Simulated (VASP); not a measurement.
# Si7Ge (Cmm2) in VASP: single point with r2SCAN

Aim: the single point of Si7Ge with r2SCAN.

Everything below comes from runs of VASP 6.6.1. Logs are shortened: lines on timing, memory, paths and dates and some standing lists are left out, and cuts for length are marked.

**1. The cell of the first run**

It takes space group Cmm2 (No. 35, orthorhombic). Conventional cell: a = 7.733 Å, b = 7.733 Å, c = 11.686 Å, α = 90.00°, β = 90.00°, γ = 90.00°. Within 3.1 Å of Si (site symmetry m) lie 3 Si at 2.36 to 2.86 Å and 1 Ge at 2.89 Å. Si (site symmetry m) has 3 Si at 2.36 Å and 1 Ge at 2.39 Å within 3.1 Å. Within 3.1 Å of Si (site symmetry mm2) lie 4 Si at 2.36 to 2.86 Å. Within 3.1 Å of Si (site symmetry mm2) lie 4 Si at 2.36 Å. Within 3.1 Å of Si (site symmetry 2) lie 4 Si at 2.36 Å. Si (site symmetry 2) has 4 Si at 2.36 Å within 3.1 Å. Si (site symmetry m) has 3 Si at 2.36 Å and 1 Ge at 2.39 Å within 3.1 Å. Within 3.1 Å of Si (site symmetry m) lie 3 Si at 2.36 Å and 1 Ge at 2.39 Å.

**2. Single point, r2SCAN (the distance across one plane changed)**

POSCAR

```
Si7Ge
1.0
    0.0000000000     -5.4679684317      0.0000000000
    0.0000000000      0.0000000000     -5.4679684317
   11.6859368634      0.0000000000      0.0000000000
Si Ge
14 2
Direct
    0.7475692418      0.7475692418      0.0590646526
    0.7475692418      0.7475692418      0.5269747993
    0.5000000000      0.5000000000      0.8767700328
    0.5000000000      0.5000000000      0.4088598862
    0.5000000000      0.0000000000      0.1749048128
    0.5000000000      0.0000000000      0.6428149595
    0.0000000000      0.5000000000      0.1749048128
    0.0000000000      0.5000000000      0.6428149595
    0.7475692418      0.2524307582      0.2907449731
    0.7475692418      0.2524307582      0.7586551197
    0.2524307582      0.7475692418      0.2907449731
    0.2524307582      0.7475692418      0.7586551197
    0.2524307582      0.2524307582      0.0590646526
    0.2524307582      0.2524307582      0.5269747993
    0.0000000000      0.0000000000      0.8767700328
    0.0000000000      0.0000000000      0.4088598862
```

INCAR.step1

```
SYSTEM = Si7Ge
PREC = Accurate ; ENCUT = 520
ISMEAR = 0 ; SIGMA = 0.05
LREAL = Auto ; LASPH = .True.
NELM = 80 ; NBANDS = 56
GGA = PE ; ALGO = Normal
EDIFF = 1E-4 ; LWAVE = .True.
LCHARG = .False.
```

INCAR.step2

```
SYSTEM = Si7Ge
PREC = Accurate ; ENCUT = 520
EDIFF = 1E-7 ; ISMEAR = 0
SIGMA = 0.05 ; LREAL = Auto
LASPH = .True. ; NELM = 80
ALGO = Normal ; ISIF = 2
LWAVE = .False. ; LCHARG = .False.
METAGGA = R2SCAN ; LMIXTAU = .True.
NBANDS = 56 ; ISTART = 1
```

KPOINTS

```
regular mesh
0
Gamma
  6 6 3
  0 0 0
```

Potentials or basis: VASP PAW PBE potentials, release 64 (Si, Ge_d).

On the command line:

```sh
$ cat potpaw_PBE.64/Si/POTCAR potpaw_PBE.64/Ge_d/POTCAR > POTCAR
$ cp INCAR.step1 INCAR
$ mpirun -np 1 vasp_std > vasp.out
$ cp INCAR.step2 INCAR
$ mpirun -np 1 vasp_std > vasp.out
```

OUTCAR:

```text
SYSTEM = Si7Ge
   PREC = Accurate
   ENCUT = 520
   EDIFF = 1E-7
   ISMEAR = 0
   LREAL = Auto
   LASPH = .True.
   NELM = 80
   ISIF = 2
   METAGGA = R2SCAN
   ISTART = 1

 ion  position               nearest neighbor table
   1  0.748  0.748  0.059-   5 2.36   7 2.36   3 2.86  15 2.89
   2  0.748  0.748  0.527-   6 2.36   8 2.36   4 2.36  16 2.39
   3  0.500  0.500  0.877-  10 2.36  12 2.36   1 2.86  13 2.86
   4  0.500  0.500  0.409-   2 2.36   9 2.36  11 2.36  14 2.36
   5  0.500  0.000  0.175-   1 2.36  13 2.36  11 2.36   9 2.36
   6  0.500  0.000  0.643-   2 2.36  10 2.36  12 2.36  14 2.36
[... 8 lines left out ...]
  15  0.000  0.000  0.877-  10 2.39  12 2.39   1 2.89  13 2.89
  16  0.000  0.000  0.409-   2 2.39   9 2.39  11 2.39  14 2.39

  LATTYP: Found a simple tetragonal cell.
 ALAT       =     5.4679684317
 C/A-ratio  =     2.1371624598

  Lattice vectors:

 A1 = (   0.0000000000,  -5.4679684317,   0.0000000000)
 A2 = (   0.0000000000,   0.0000000000,  -5.4679684317)
 A3 = (  11.6859368634,   0.0000000000,   0.0000000000)

Analysis of symmetry for initial positions (statically):
=====================================================================
 Subroutine PRICEL returns:
 Original cell was already a primitive cell.

 Routine SETGRP: Setting up the symmetry group for a
 simple tetragonal supercell.

 Subroutine GETGRP returns: Found  4 space group operations
 (whereof  4 operations were pure point group operations)
 out of a pool of 16 trial point group operations.

The static configuration has the point symmetry C_2v.

Analysis of symmetry for dynamics (positions and initial velocities):
=====================================================================
 Subroutine PRICEL returns:
 Original cell was already a primitive cell.

 Routine SETGRP: Setting up the symmetry group for a
 simple tetragonal supercell.

 Subroutine GETGRP returns: Found  4 space group operations
 (whereof  4 operations were pure point group operations)
 out of a pool of 16 trial point group operations.

The dynamic configuration has the point symmetry C_2v.

 Subroutine INISYM returns: Found  4 space group operations
 (whereof  4 operations are pure point group operations),
 and found     1 'primitive' translations

----------------------------------------------------------------------------------------

                                     Primitive cell

  volume of cell :     349.3941

  direct lattice vectors                    reciprocal lattice vectors
     0.000000000 -5.467968432  0.000000000     0.000000000 -0.182883280  0.000000000
     0.000000000  0.000000000 -5.467968432     0.000000000  0.000000000 -0.182883280
    11.685936863  0.000000000  0.000000000     0.085572942  0.000000000  0.000000000

  length of vectors
     5.467968432  5.467968432 11.685936863     0.182883280  0.182883280  0.085572942

  position of ions in fractional coordinates (direct lattice)
     0.747569242  0.747569242  0.059064653
     0.747569242  0.747569242  0.526974799
     0.500000000  0.500000000  0.876770033
     0.500000000  0.500000000  0.408859886
     0.500000000  0.000000000  0.174904813
     0.500000000  0.000000000  0.642814960
[... 8 lines left out ...]
     0.000000000  0.000000000  0.876770033
     0.000000000  0.000000000  0.408859886

  ion indices of the primitive-cell ions
   primitive index   ion index
                 1           1
                 2           2
                 3           3
                 4           4
                 5           5
                 6           6
[... 8 lines left out ...]
                15          15
                16          16

----------------------------------------------------------------------------------------

 KPOINTS: regular mesh

Automatic generation of k-mesh.
 Grid dimensions read from file:
 generate k-points for:    6    6    3

 Generating k-lattice:

  Cartesian coordinates                     Fractional coordinates (reciprocal lattice)
     0.000000000 -0.030480547  0.000000000     0.166666667  0.000000000  0.000000000
     0.000000000  0.000000000 -0.030480547     0.000000000  0.166666667  0.000000000
     0.028524314  0.000000000  0.000000000     0.000000000  0.000000000  0.333333333

  Length of vectors
     0.030480547  0.030480547  0.028524314

  Shift w.r.t. Gamma in fractional coordinates (k-lattice)
     0.000000000  0.000000000  0.000000000

 Subroutine IBZKPT returns following result:
 ===========================================

 Found     26 irreducible k-points:

 Following reciprocal coordinates:
            Coordinates               Weight
  0.000000  0.000000  0.000000      1.000000
  0.166667  0.000000  0.000000      4.000000
  0.333333  0.000000  0.000000      4.000000
  0.500000  0.000000  0.000000      2.000000
  0.166667  0.166667  0.000000      2.000000
 -0.166667  0.166667  0.000000      2.000000
[... 16 lines left out ...]
  0.333333  0.333333  0.333333      4.000000
 -0.333333  0.333333  0.333333      4.000000
 [... further k-points ...]
   k-points           NKPTS =     26   k-points in BZ     NKDIM =     26   number of bands    NBANDS=     56
   number of dos      NEDOS =    301   number of ions     NIONS =     16
   total plane-waves  NPLWV = 158760
   dimension x,y,z NGX =    42 NGY =   42 NGZ =   90
   dimension x,y,z NGXF=    84 NGYF=   84 NGZF=  180
   ions per type =              14   2
   NGX,Y,Z   is equivalent  to a cutoff of  12.77, 12.77, 12.80 a.u.
   NGXF,Y,Z  is equivalent  to a cutoff of  25.54, 25.54, 25.61 a.u.
 SYSTEM =  Si7Ge
   PREC   = accura    normal or accurate (medium, high low for compatibility)
   ISTART =      1    job   : 0-new  1-cont  2-samecut
   ICHARG =      0    charge: 1-file 2-atom 10-const
   ISPIN  =      1    spin polarized calculation?
   LNONCOLLINEAR =      F non collinear calculations
   LSORBIT =      F    spin-orbit coupling
   LASPH  =      T    aspherical Exc in radial PAW
   ENCUT  =  520.0 eV  38.22 Ry    6.18 a.u.  10.17 10.17 21.73*2*pi/ulx,y,z
   NELM   =     80;   NELMIN=  2; NELMDL=  0     # of ELM steps
   EDIFF  = 0.1E-06   stopping-criterion for ELM
   LREAL  =      T    real-space projection
   EDIFFG = 0.1E-05   stopping-criterion for IOM
   NSW    =      0    number of steps for IOM
   IBRION =     -1    ionic relax: 0-MD 1-quasi-New 2-CG
   NFREE  =      0    steps in history (QN), initial steepest desc. (CG)
   ISIF   =      2    stress and relaxation
   ISYM   =      2    0-nonsym 1-usesym 2-fastsym
   POTIM  = 0.5000    time-step for ionic-motion
   TEBEG  =    0.0;   TEEND  =   0.0 temperature during run
   PSTRESS=    0.0 pullay stress
   NELECT =      84.0000    total number of electrons
   NUPDOWN=      -1.0000    fix difference up-down
   EMIN   =  10.00;   EMAX   =-10.00  energy-range for DOS
   EFERMI =   0.00;   METHOD = LEGACY
   ISMEAR =     0;   SIGMA  =   0.05  broadening in eV -4-tet -1-fermi 0-gaus
   EFERMI_NEDOS =   21; number of points for ismear=-14 and -15
   IALGO  =     38    algorithm
   IMIX   =      4    mixing-type and parameters
     AMIX     =   0.40;   BMIX     =  1.00
     AMIX_MAG =   1.60;   BMIX_MAG =  1.00
  volume/ion in A,a.u.               =      21.84       147.36
  Fermi-wavevector in a.u.,A,eV,Ry     =   1.017957  1.923660 14.098852  1.036236
  Thomas-Fermi vector in A             =   2.151387
   LORBIT       =      0    0 simple, 1 ext, 2 COOP (PROOUT), +10 PAW based schemes
   METAGGA = R2SCAN    functional components
   LHFCALC =     F    Hartree Fock is set to
   AEXX    =    0.0000 exact exchange contribution
   IVDW    =     0    specifies the selected vdW correction
   LEPSILON=     F    determine dielectric tensor
   LRPA    =     F    only Hartree local field effects (RPA)
 non-spin polarized calculation
 Gauss-broadening in eV      SIGMA  =   0.05
  energy-cutoff  :      520.00
  volume of cell :      349.39
 maximum number of plane-waves:      9444
 NGX is ok and might be reduce to    42
   NGX = 21   NGY = 21   NGZ = 43

 number of electron      84.0000028 magnetization

 Free energy of the ion-electron system (eV)
  ---------------------------------------------------
  ext. energy  EPLUGINS =         0.00000000
  ---------------------------------------------------
  free energy    TOTEN  =      -147.31381952 eV

  energy without entropy =     -147.30911565  energy(sigma->0) =     -147.31146758

 E-fermi :   5.5145     XC(G=0):  -9.7053

 val. band max:        5.5045575634   @ k =  -0.1667   0.3333   0.0000
 cond. band min:       5.5318170260   @ k =   0.3333   0.0000   0.0000
 fundamental gap:      0.0272594626
 Fermi energy:         5.5144691405

 k-point     1 :       0.0000    0.0000    0.0000
  band No.  band energies     occupation
      1     -19.9301      2.00000
      2     -19.9230      2.00000
      3     -19.9227      2.00000
      4     -19.9216      2.00000
      5     -19.9120      2.00000
      6     -19.8977      2.00000
[... 46 lines left out ...]
     53       7.6651      0.00000
     54       7.9286      0.00000

 k-point     2 :       0.1667    0.0000    0.0000
  band No.  band energies     occupation
      1     -19.9301      2.00000
      2     -19.9230      2.00000
      3     -19.9227      2.00000
      4     -19.9216      2.00000
      5     -19.9120      2.00000
      6     -19.8977      2.00000
[... 46 lines left out ...]
     53       7.8542      0.00000
     54       8.0320      0.00000

 k-point     3 :       0.3333    0.0000    0.0000
  band No.  band energies     occupation
      1     -19.9301      2.00000
      2     -19.9230      2.00000
      3     -19.9227      2.00000
      4     -19.9217      2.00000
      5     -19.9120      2.00000
      6     -19.8977      2.00000
[... 46 lines left out ...]
     53       8.2787      0.00000
     54       8.5086      0.00000
[... 1084 lines left out ...]
 k-point    23 :       0.3333    0.3333    0.3333
  band No.  band energies     occupation
      1     -19.9302      2.00000
      2     -19.9231      2.00000
      3     -19.9227      2.00000
      4     -19.9217      2.00000
      5     -19.9121      2.00000
      6     -19.8976      2.00000
[... 46 lines left out ...]
     53       8.6635      0.00000
     54       8.7550      0.00000

 k-point    24 :      -0.3333    0.3333    0.3333
  band No.  band energies     occupation
      1     -19.9302      2.00000
      2     -19.9231      2.00000
      3     -19.9227      2.00000
      4     -19.9217      2.00000
      5     -19.9121      2.00000
      6     -19.8976      2.00000
[... 46 lines left out ...]
     53       8.7804      0.00000
     54       8.8207      0.00000

 [... further k-points ...]

 [bands above 54 left out]

------------------------ aborting loop because EDIFF is reached ----------------------------------------

  FORCE on cell =-STRESS in cart. coord.  units (eV):
  Direction    XX          YY          ZZ          XY          YZ          ZX
  --------------------------------------------------------------------------------------
  -------------------------------------------------------------------------------------
  Total      -15.0409059     -3.2089918     -3.2089918      0.0000000     -2.2452581      0.0000000
  in kB      -68.9714004    -14.7151148    -14.7151148      0.0000000    -10.2958290      0.0000000
  external PRESSURE =     -32.8005434 kB  Pullay stress =       0.0000000 kB

 VOLUME and BASIS-vectors are now :
 -----------------------------------------------------------------------------
  energy-cutoff  :      520.00
  volume of cell :      349.39
      direct lattice vectors                 reciprocal lattice vectors
     0.000000000 -5.467968432  0.000000000     0.000000000 -0.182883280  0.000000000
     0.000000000  0.000000000 -5.467968432     0.000000000  0.000000000 -0.182883280
    11.685936863  0.000000000  0.000000000     0.085572942  0.000000000  0.000000000

 POSITION                                       TOTAL-FORCE (eV/Angst)
 -----------------------------------------------------------------------------------
      0.69023     -4.08769     -4.08769        -2.350875      0.039070      0.039070
      6.15819     -4.08769     -4.08769         0.066896      0.033137      0.033137
     10.24588     -2.73398     -2.73398         2.438415     -0.000000     -0.000000
      4.77791     -2.73398     -2.73398        -0.019584     -0.000000     -0.000000
      2.04393     -2.73398      0.00000        -0.516518     -0.000000     -0.000000
      7.51190     -2.73398      0.00000         0.017452     -0.000000     -0.000000
[... 8 lines left out ...]
     10.24588      0.00000      0.00000         2.493117     -0.000000     -0.000000
      4.77791      0.00000      0.00000        -0.027120     -0.000000     -0.000000
 -----------------------------------------------------------------------------------
    total drift:                               -0.006275      0.000000      0.000000

  FREE ENERGIE OF THE ION-ELECTRON SYSTEM (eV)
  ---------------------------------------------------
  free  energy   TOTEN  =      -147.3138195218 eV

  energy  without entropy=     -147.3091156480  energy(sigma->0) =     -147.31146758
```

Wall time 30 min (1 thread of Intel Xeon Platinum 8488C (Sapphire Rapids), shared host); peak memory 0.6 GiB.

What came out:

| Quantity | Value |
| --- | --- |
| Free energy | -147.3138 eV |
| Pressure | -3.3 GPa |
| Largest force | 2.493 eV/Å |
| Band gap on the k mesh | zero (bands 42 and 43 overlap by 0.69 eV) |

Forces in eV/Å, atoms in the order of the input:
```
Si  -2.351  0.039  0.039
Si   0.067  0.033  0.033
Si   2.438  0.000  0.000
Si  -0.020  0.000  0.000
Si  -0.517  0.000  0.000
Si   0.017  0.000  0.000
Si  -0.517  0.000  0.000
Si   0.017  0.000  0.000
Si  -0.060  0.037 -0.037
Si   0.400  0.085 -0.085
Si  -0.060 -0.037  0.037
Si   0.400 -0.085  0.085
Si  -2.351 -0.039 -0.039
Si   0.067 -0.033 -0.033
Ge   2.493  0.000  0.000
Ge  -0.027  0.000  0.000
```

Stress tensor (GPa, compression positive):
```
-6.90  0.00  0.00
 0.00 -1.47 -1.03
 0.00 -1.03 -1.47
```

Caveat: the cell differs from its parent crystal (the distance across one plane changed); the cell stands under tension; semilocal functionals underestimate gaps, so a narrow gap can read as zero; the PAW data sets were made with another functional, which shifts forces and pressure a little.
